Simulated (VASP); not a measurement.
# Pt (R-3m) in VASP: further runs

Runs on Pt. Level: PBEsol. Tasks: single point.

Program: VASP 6.6.1. These are calculated values, not measurements. Logs are shortened: lines on timing, memory, paths and dates and some standing lists are left out, and cuts for length are marked.

## (1) The cell of the first run

Symmetry: R-3m, No. 166, trigonal system. Conventional cell: a = 2.734 Å, b = 2.734 Å, c = 20.918 Å, α = 90.00°, β = 90.00°, γ = 120.00°. Within 3.6 Å of Pt (site symmetry -3m) lie 12 Pt at 2.73 to 2.80 Å. Pt (site symmetry 3m) has 12 Pt at 2.73 to 2.82 Å within 3.6 Å.

## (2) Single point, PBEsol

The input, INCAR:

```
ALGO = Normal ; EDIFF = 1E-7
ENCUT = 520 ; GGA = PS
ISIF = 2 ; ISMEAR = 0
LASPH = True ; LCHARG = False
LREAL = False ; LWAVE = False
NBANDS = 22 ; NELM = 100
PREC = Accurate ; SIGMA = 0.1
```

The input, KPOINTS:

```
k-points
0
Gamma
  6 6 6
```

The input, POSCAR:

```
Pt
1.0
    1.3668042170      0.7891247826      6.9728000494
   -1.3668042170      0.7891247826      6.9728000494
    0.0000000000     -1.5782495653      6.9728000494
Pt
3
Direct
    0.0000000000      0.0000000000      0.0000000000
    0.2226681829      0.2226681829      0.2226681829
    0.7773318171      0.7773318171      0.7773318171
```

Potentials or basis: VASP PAW PBE potentials, release 64 (Pt).

Run with:

```console
$ cat potpaw_PBE.64/Pt/POTCAR > POTCAR
$ mpirun -np 1 vasp_std > vasp.out
```

OUTCAR:

```text
EDIFF = 1E-7
   ENCUT = 520
   GGA = PS
   ISIF = 2
   ISMEAR = 0
   LASPH = True
   LREAL = False
   NELM = 100
   PREC = Accurate

 ion  position               nearest neighbor table
   1  0.000  0.000  0.000-   3 2.80   3 2.80   2 2.80   2 2.80   3 2.80   2 2.80
   2  0.223  0.223  0.223-   1 2.80   1 2.80   1 2.80   3 2.82   3 2.82   3 2.82
   3  0.777  0.777  0.777-   1 2.80   1 2.80   1 2.80   2 2.82   2 2.82   2 2.82

  LATTYP: Found a trigonal (rhomboedric) cell.
 ALAT       =     7.1491826259
 COS(alpha) =     0.9268979033

  Lattice vectors:

 A1 = (   1.3668042170,   0.7891247826,   6.9728000494)
 A2 = (  -1.3668042170,   0.7891247826,   6.9728000494)
 A3 = (   0.0000000000,  -1.5782495653,   6.9728000494)

Analysis of symmetry for initial positions (statically):
=====================================================================
 Subroutine PRICEL returns:
 Original cell was already a primitive cell.

 Routine SETGRP: Setting up the symmetry group for a
 trigonal (rhombohedral) supercell.

 Subroutine GETGRP returns: Found 12 space group operations
 (whereof 12 operations were pure point group operations)
 out of a pool of 12 trial point group operations.

The static configuration has the point symmetry D_3d.

Analysis of symmetry for dynamics (positions and initial velocities):
=====================================================================
 Subroutine PRICEL returns:
 Original cell was already a primitive cell.

 Routine SETGRP: Setting up the symmetry group for a
 trigonal (rhombohedral) supercell.

 Subroutine GETGRP returns: Found 12 space group operations
 (whereof 12 operations were pure point group operations)
 out of a pool of 12 trial point group operations.

The dynamic configuration has the point symmetry D_3d.

 Subroutine INISYM returns: Found 12 space group operations
 (whereof 12 operations are pure point group operations),
 and found     1 'primitive' translations

----------------------------------------------------------------------------------------

                                     Primitive cell

  volume of cell :      45.1243

  direct lattice vectors                    reciprocal lattice vectors
     1.366804217  0.789124783  6.972800049     0.365816840  0.211204451  0.047804803
    -1.366804217  0.789124783  6.972800049    -0.365816840  0.211204451  0.047804803
     0.000000000 -1.578249565  6.972800049     0.000000000 -0.422408902  0.047804803

  length of vectors
     7.149182626  7.149182626  7.149182626     0.425105375  0.425105375  0.425105375

  position of ions in fractional coordinates (direct lattice)
     0.000000000  0.000000000  0.000000000
     0.222668183  0.222668183  0.222668183
     0.777331817  0.777331817  0.777331817

  ion indices of the primitive-cell ions
   primitive index   ion index
                 1           1
                 2           2
                 3           3

----------------------------------------------------------------------------------------

 KPOINTS: k-points

Automatic generation of k-mesh.
 Grid dimensions read from file:
 generate k-points for:    6    6    6

 Generating k-lattice:

  Cartesian coordinates                     Fractional coordinates (reciprocal lattice)
     0.060969473  0.035200742  0.007967467     0.166666667 -0.000000000  0.000000000
    -0.060969473  0.035200742  0.007967467    -0.000000000  0.166666667  0.000000000
     0.000000000 -0.070401484  0.007967467     0.000000000  0.000000000  0.166666667

  Length of vectors
     0.070850896  0.070850896  0.070850896

  Shift w.r.t. Gamma in fractional coordinates (k-lattice)
     0.000000000  0.000000000  0.000000000

 Subroutine IBZKPT returns following result:
 ===========================================

 Found     32 irreducible k-points:

 Following reciprocal coordinates:
            Coordinates               Weight
  0.000000  0.000000  0.000000      1.000000
  0.166667  0.000000 -0.000000      6.000000
  0.333333  0.000000  0.000000      6.000000
  0.500000  0.000000  0.000000      3.000000
  0.166667  0.166667 -0.000000      6.000000
  0.333333  0.166667  0.000000     12.000000
[... 16 lines left out ...]
  0.500000  0.500000  0.166667      6.000000
 -0.333333  0.500000  0.166667     12.000000
 [... further k-points ...]
   k-points           NKPTS =     32   k-points in BZ     NKDIM =     32   number of bands    NBANDS=     22
   number of dos      NEDOS =    301   number of ions     NIONS =      3
   total plane-waves  NPLWV = 157464
   dimension x,y,z NGX =    54 NGY =   54 NGZ =   54
   dimension x,y,z NGXF=   108 NGYF=  108 NGZF=  108
   ions per type =               3
   NGX,Y,Z   is equivalent  to a cutoff of  12.56, 12.56, 12.56 a.u.
   NGXF,Y,Z  is equivalent  to a cutoff of  25.11, 25.11, 25.11 a.u.
 SYSTEM =  unknown system
   PREC   = accura    normal or accurate (medium, high low for compatibility)
   ISTART =      0    job   : 0-new  1-cont  2-samecut
   ICHARG =      2    charge: 1-file 2-atom 10-const
   ISPIN  =      1    spin polarized calculation?
   LNONCOLLINEAR =      F non collinear calculations
   LSORBIT =      F    spin-orbit coupling
   LASPH  =      T    aspherical Exc in radial PAW
   ENCUT  =  520.0 eV  38.22 Ry    6.18 a.u.  13.29 13.29 13.29*2*pi/ulx,y,z
   NELM   =    100;   NELMIN=  2; NELMDL= -5     # of ELM steps
   EDIFF  = 0.1E-06   stopping-criterion for ELM
   LREAL  =      F    real-space projection
   EDIFFG = 0.1E-05   stopping-criterion for IOM
   NSW    =      0    number of steps for IOM
   IBRION =     -1    ionic relax: 0-MD 1-quasi-New 2-CG
   NFREE  =      0    steps in history (QN), initial steepest desc. (CG)
   ISIF   =      2    stress and relaxation
   ISYM   =      2    0-nonsym 1-usesym 2-fastsym
   POTIM  = 0.5000    time-step for ionic-motion
   TEBEG  =    0.0;   TEEND  =   0.0 temperature during run
   PSTRESS=    0.0 pullay stress
   NELECT =      30.0000    total number of electrons
   NUPDOWN=      -1.0000    fix difference up-down
   EMIN   =  10.00;   EMAX   =-10.00  energy-range for DOS
   EFERMI =   0.00;   METHOD = LEGACY
   ISMEAR =     0;   SIGMA  =   0.10  broadening in eV -4-tet -1-fermi 0-gaus
   EFERMI_NEDOS =   21; number of points for ismear=-14 and -15
   IALGO  =     38    algorithm
   IMIX   =      4    mixing-type and parameters
     AMIX     =   0.40;   BMIX     =  1.00
     AMIX_MAG =   1.60;   BMIX_MAG =  1.00
  volume/ion in A,a.u.               =      15.04       101.50
  Fermi-wavevector in a.u.,A,eV,Ry     =   1.428823  2.700084 27.776772  2.041535
  Thomas-Fermi vector in A             =   2.548843
   LORBIT       =      0    0 simple, 1 ext, 2 COOP (PROOUT), +10 PAW based schemes
   GGA     = PS    functional components
   LHFCALC =     F    Hartree Fock is set to
   AEXX    =    0.0000 exact exchange contribution
   IVDW    =     0    specifies the selected vdW correction
   LEPSILON=     F    determine dielectric tensor
   LRPA    =     F    only Hartree local field effects (RPA)
 non-spin polarized calculation
 Gauss-broadening in eV      SIGMA  =   0.10
  energy-cutoff  :      520.00
  volume of cell :       45.12
 maximum number of plane-waves:      1228
 NGX is ok and might be reduce to    54
   NGX = 27   NGY = 27   NGZ = 27

 number of electron      29.9999999 magnetization

 Free energy of the ion-electron system (eV)
  ---------------------------------------------------
  ext. energy  EPLUGINS =         0.00000000
  ---------------------------------------------------
  free energy    TOTEN  =       -20.97357975 eV

  energy without entropy =      -20.95415448  energy(sigma->0) =      -20.96386711

 E-fermi :  11.1180     XC(G=0): -13.6417

 val. band max:       11.1158813161   @ k =  -0.3333   0.5000   0.3333
 cond. band min:      11.1209722158   @ k =   0.3333   0.3333   0.0000
 fundamental gap:      0.0050908996
 Fermi energy:        11.1180185015

 k-point     1 :       0.0000    0.0000    0.0000
  band No.  band energies     occupation
      1       0.8197      2.00000
      2       3.3759      2.00000
      3       3.3815      2.00000
      4       6.9908      2.00000
      5       7.3328      2.00000
      6       7.3328      2.00000
[... 14 lines left out ...]
     21      25.7827      0.00000
     22      26.3603      0.00000

 k-point     2 :       0.1667    0.0000   -0.0000
  band No.  band energies     occupation
      1       1.8148      2.00000
      2       4.1635      2.00000
      3       4.3877      2.00000
      4       6.2854      2.00000
      5       6.5830      2.00000
      6       6.8403      2.00000
[... 14 lines left out ...]
     21      26.5493      0.00000
     22      26.9128      0.00000

 k-point     3 :       0.3333    0.0000    0.0000
  band No.  band energies     occupation
      1       3.6965      2.00000
      2       4.4679      2.00000
      3       4.8826      2.00000
      4       5.3414      2.00000
      5       5.6820      2.00000
      6       7.1145      2.00000
[... 14 lines left out ...]
     21      22.4390      0.00000
     22      24.0686      0.00000

 k-point     4 :       0.5000    0.0000    0.0000
  band No.  band energies     occupation
      1       3.8857      2.00000
      2       4.3224      2.00000
      3       4.4500      2.00000
      4       5.1192      2.00000
      5       5.2800      2.00000
      6       7.0189      2.00000
[... 14 lines left out ...]
     21      18.8862      0.00000
     22      23.8928      0.00000

 k-point     5 :       0.1667    0.1667   -0.0000
  band No.  band energies     occupation
      1       1.8540      2.00000
      2       4.0701      2.00000
      3       4.3838      2.00000
      4       6.3970      2.00000
      5       6.5560      2.00000
      6       6.7856      2.00000
[... 417 lines left out ...]
 k-point    22 :      -0.1667    0.3333    0.1667
  band No.  band energies     occupation
      1       4.6773      2.00000
      2       4.8127      2.00000
      3       5.1432      2.00000
      4       5.5845      2.00000
      5       5.8852      2.00000
      6       6.6738      2.00000
[... 14 lines left out ...]
     21      20.6976      0.00000
     22      22.7544      0.00000

 k-point    23 :       0.5000    0.5000    0.1667
  band No.  band energies     occupation
      1       3.9111      2.00000
      2       4.1223      2.00000
      3       4.6999      2.00000
      4       5.5529      2.00000
      5       6.2626      2.00000
      6       6.3974      2.00000
[... 14 lines left out ...]
     21      21.9602      0.00000
     22      25.1055      0.00000

 k-point    24 :      -0.3333    0.5000    0.1667
  band No.  band energies     occupation
      1       4.5551      2.00000
      2       4.8546      2.00000
      3       5.1058      2.00000
      4       5.4865      2.00000
      5       6.2166      2.00000
      6       6.5003      2.00000
[... 14 lines left out ...]
     21      20.2820      0.00000
     22      21.0812      0.00000

 [... further k-points ...]

------------------------ aborting loop because EDIFF is reached ----------------------------------------

  FORCE on cell =-STRESS in cart. coord.  units (eV):
  Direction    XX          YY          ZZ          XY          YZ          ZX
  --------------------------------------------------------------------------------------
  -------------------------------------------------------------------------------------
  Total       -0.1543674     -0.1543674     -0.1361799     -0.0000000      0.0000000      0.0000000
  in kB       -5.4809471     -5.4809471     -4.8351855     -0.0000000      0.0000000      0.0000000
  external PRESSURE =      -5.2656933 kB  Pullay stress =       0.0000000 kB

 VOLUME and BASIS-vectors are now :
 -----------------------------------------------------------------------------
  energy-cutoff  :      520.00
  volume of cell :       45.12
      direct lattice vectors                 reciprocal lattice vectors
     1.366804217  0.789124783  6.972800049     0.365816840  0.211204451  0.047804803
    -1.366804217  0.789124783  6.972800049    -0.365816840  0.211204451  0.047804803
     0.000000000 -1.578249565  6.972800049     0.000000000 -0.422408902  0.047804803

 POSITION                                       TOTAL-FORCE (eV/Angst)
 -----------------------------------------------------------------------------------
      0.00000      0.00000      0.00000         0.000000     -0.000000      0.000000
      0.00000     -0.00000      4.65786         0.000000     -0.000000      0.003841
      0.00000     -0.00000     16.26054         0.000000      0.000000     -0.003841
 -----------------------------------------------------------------------------------
    total drift:                               -0.000000     -0.000000      0.000000

  FREE ENERGIE OF THE ION-ELECTRON SYSTEM (eV)
  ---------------------------------------------------
  free  energy   TOTEN  =       -20.9735797470 eV

  energy  without entropy=      -20.9541544752  energy(sigma->0) =      -20.96386711
```

It took 3.4 min on 1 thread of Intel Xeon Platinum 8488C (Sapphire Rapids), shared host; peak memory 0.37 GiB.

What came out:

| Item | Value |
| --- | --- |
| Free energy | -20.9736 eV |
| Pressure | -0.5 GPa |
| Largest force | 0.004 eV/Å |
| Band gap on the k mesh | zero (bands 15 and 16 overlap by 1.64 eV) |

Forces on the atoms (eV/Å):
```
Pt   0.000  0.000  0.000
Pt   0.000  0.000  0.004
Pt   0.000  0.000 -0.004
```

Levels at points of the mesh, in eV from the Fermi level:
| k point | band 14 | band 15 | band 16 | band 17 | band 18 | band 19 |
| --- | --- | --- | --- | --- | --- | --- |
| (0.00, 0.00, 0.00) | -1.92 | -0.71 | -0.71 | -0.46 | -0.46 | 9.52 |
| (0.50, 0.00, 0.00) | 0.44 | 0.45 | 0.58 | 2.65 | 3.27 | 6.79 |
| (0.50, 0.50, 0.00) | 0.33 | 0.38 | 0.50 | 2.50 | 3.51 | 6.38 |
| (0.50, 0.50, 0.50) | -1.34 | -1.34 | -0.87 | -0.16 | -0.16 | 5.24 |

Caveat: the k points lie up to 0.45 Å⁻¹ apart, too coarse for converged energies and pressures of a metal; the PAW data sets were made with another functional, which shifts forces and pressure a little; spin-orbit coupling is left out, which moves the levels of the heavy elements.

(Part 1 of 2 ends here.)
